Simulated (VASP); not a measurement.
Here is a VASP 6.6.1 calculation.

Contents of INCAR:

```
SYSTEM = Sb5P2
PREC = Accurate
ENCUT = 520
EDIFF = 1E-7
ISMEAR = 0
SIGMA = 0.1
LREAL = .False.
LASPH = .True.
NELM = 100
ALGO = Normal
ISIF = 2
LWAVE = .False.
LCHARG = .True.
GGA = PE
LELF = .True.
LVHAR = .True.
NBANDS = 26
```

KPOINTS

```
Automatic mesh
0
Gamma
  4 6 2
  0 0 0
```

The input POSCAR:

```
Sb5P2
1.0
    5.6330733200      0.0000000000      0.0000000000
    0.0000000000      2.5199111600      0.0000000000
   -1.2501317300      0.0000000000      7.9780481400
Sb P
5 2
Direct
    0.2141710100      0.0000000000      0.5706959800
    0.7858289900      0.0000000000      0.4293040200
    0.6431190200      0.0000000000      0.7146679600
    0.3568809800      0.0000000000      0.2853320400
    0.5000000000      0.0000000000      0.0000000000
    0.0734870000      0.0000000000      0.8524150100
    0.9265130000      0.0000000000      0.1475849900
```

Potentials or basis: VASP PAW PBE potentials, release 64 (Sb, P).

Command:

```sh
$ cat potpaw_PBE.64/Sb/POTCAR potpaw_PBE.64/P/POTCAR > POTCAR
$ mpirun -np 1 vasp_std > vasp.out
```

(1) What does it give for the largest force?

(2) Predict the pressure.

Results:

(1) 3.623 eV/Å.

(2) 95.2 GPa.

Caveat: the k points lie up to 0.42 Å⁻¹ apart, too coarse for converged energies and pressures of a metal; an odd number of electrons without spin polarisation forces a metal; a magnetic or distorted state may lie lower.
